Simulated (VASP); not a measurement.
Wanted: the native input for a VASP 6.6.1 run.

```
Task                   : single point
Functional             : PBE
Potentials or basis    : VASP PAW PBE potentials, release 64 (Li_sv, Nb_sv, O)
Cutoff                 : 520 eV
k mesh                 : 6 × 6 × 6
Occupations            : gaussian, width 0.05 eV
Spin                   : no spin polarisation
Dipole correction      : no
Further INCAR settings : ALGO = Normal; EDIFF = 1e-06; NBANDS = 45
```

The structure of LiNbO3 lies in POSCAR:

```
LiNbO3
1.0
    2.6115578418      1.5077836230      4.5982666595
   -2.6115578418      1.5077836230      4.5982666595
    0.0000000000     -3.0155672459      4.5982666595
Li Nb O
2 2 6
Direct
    0.2844123196      0.2844123196      0.2844123196
    0.7844123196      0.7844123196      0.7844123196
    0.0044456516      0.0044456516      0.0044456516
    0.5044456516      0.5044456516      0.5044456516
    0.1160330015      0.3610595606      0.7252493287
    0.7252493287      0.1160330015      0.3610595606
    0.3610595606      0.7252493287      0.1160330015
    0.8610595606      0.6160330015      0.2252493287
    0.2252493287      0.8610595606      0.6160330015
    0.6160330015      0.2252493287      0.8610595606
```

This cell differs from its parent crystal: atoms displaced along a vibrational mode, then relaxed in part.

These files were run (other wordings do the same):

INCAR

```
PREC = Accurate
ENCUT = 520
EDIFF = 1E-6
ISMEAR = 0
SIGMA = 0.05
LREAL = F
LASPH = T
NELM = 100
ALGO = Normal
ISIF = 2
LWAVE = F
LCHARG = T
GGA = PE
LELF = T
LVHAR = T
NBANDS = 45
```

KPOINTS

```
regular mesh
0
Gamma
  6 6 6
```

Potentials or basis: VASP PAW PBE potentials, release 64 (Li_sv, Nb_sv, O).

Command:

```sh
$ cat potpaw_PBE.64/Li_sv/POTCAR potpaw_PBE.64/Nb_sv/POTCAR potpaw_PBE.64/O/POTCAR > POTCAR
$ mpirun -np 1 vasp_std > vasp.out
```

Results of the run:

- Largest force: 0.025 eV/Å
- Band gap on the k mesh: 3.54 eV (least direct gap 3.57 eV)

Caveat: the cell differs from its parent crystal (atoms displaced along a vibrational mode, then relaxed in part).

Run time: 3 min on 1 thread of AMD EPYC 9R45 96-Core Processor (Zen 5), on a shared host, peak memory 0.29 GiB.
